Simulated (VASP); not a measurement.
Input of a VASP 6.6.1 run:

Contents of INCAR:

```
PREC = Accurate
ENCUT = 600
EDIFF = 1E-6
ISMEAR = -1
SIGMA = 0.05
LREAL = F
LASPH = T
NELM = 100
ALGO = Normal
ISIF = 3
LWAVE = F
LCHARG = F
GGA = RP
IVDW = 12
IBRION = 2
NSW = 60
EDIFFG = -0.01
```

Contents of KPOINTS:

```
Automatic mesh
0
Gamma
  8 8 8
```

Contents of POSCAR:

```
WAu
1.0
    0.0000000000      2.7479792600      2.7479792600
    2.7479792600      0.0000000000      2.7479792600
    2.7479792600      2.7479792600      0.0000000000
W Au
1 1
Direct
    0.0000000000      0.0000000000      0.0000000000
    0.7500000000      0.7500000000      0.7500000000
```

Potentials or basis: VASP PAW PBE potentials, release 64 (W_sv, Au).

Command:

```bash
$ cat potpaw_PBE.64/W_sv/POTCAR potpaw_PBE.64/Au/POTCAR > POTCAR
$ mpirun -np 1 vasp_std > vasp.out
```

Problem. Predict the dispersion energy per atom.

Solution. -3.194 eV.

Problem. What does it give for the space group after relaxing (to 0.05 Å)?

Solution. F-43m (No. 216).

Problem. Estimate the relaxed volume.

Solution. 21.39 Å³/atom.

Step by step:
```csv
step,energy change (eV),largest force (eV/Å),pressure (GPa),volume (Å³)
1,0.0000,0.0000,5.79,41.50
2,0.1065,0.0000,-11.28,46.17
3,-0.0223,0.0000,-0.14,42.81
4,-0.0223,0.0000,-0.04,42.78
```

Caveat: the PAW data sets were made with another functional, which shifts forces and pressure a little; pairwise dispersion overbinds metals, which lowers pressure and volume.
